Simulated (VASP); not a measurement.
Set up this calculation in VASP 6.6.1, as the native input.

```
Task                   : single point
Functional             : RPBE
Potentials or basis    : VASP PAW PBE potentials, release 64 (Cu_sv_GW, O)
Cutoff                 : 820 eV
k mesh                 : 9 × 9 × 5
Occupations            : fermi-dirac, width 0.05 eV
Spin                   : no spin polarisation
Dipole correction      : no
Further INCAR settings : ALGO = Normal; EDIFF = 1e-06; NBANDS = 33
```

The structure of CuO lies in POSCAR:

```
CuO
1.0
    2.0300165018     -2.1957871937      0.0000000000
    2.0300165018      2.1957871937      0.0000000000
    0.0000000000      0.0000000000      5.2570503003
Cu O
2 2
Direct
    0.5000000000      0.0000000000      0.0000000000
    0.0000000000      0.5000000000      0.5000000000
    0.5000000000      0.5000000000      0.2500000000
    0.5000000000      0.5000000000      0.7500000000
```

One way to write it, as run:

INCAR

```
PREC = Accurate ; ENCUT = 820
EDIFF = 1E-6 ; ISMEAR = -1
SIGMA = 0.05 ; LREAL = False
LASPH = True ; NELM = 120
ALGO = Normal ; ISIF = 2
LWAVE = False ; LCHARG = False
GGA = RP ; NBANDS = 33
GGA_COMPAT = False
```

KPOINTS

```
Automatic mesh
0
Gamma
  9 9 5
```

Potentials or basis: VASP PAW PBE potentials, release 64 (Cu_sv_GW, O).

Run with:

```console
$ cat potpaw_PBE.64/Cu_sv_GW/POTCAR potpaw_PBE.64/O/POTCAR > POTCAR
$ mpirun -np 1 vasp_std > vasp.out
```

Results of the run:

The pressure is -2.5 GPa. The band gap on the k mesh is zero (bands 25 and 26 overlap by 0.80 eV).

Caveat: the PAW data sets were made with another functional, which shifts forces and pressure a little; semilocal functionals often make such compounds metallic where correlation or magnetic order opens a gap, which also shifts bond lengths.

It took 2.9 min on 1 thread of Intel(R) Xeon(R) Platinum 8488C (Sapphire Rapids), on a shared host, peak memory 0.35 GiB.
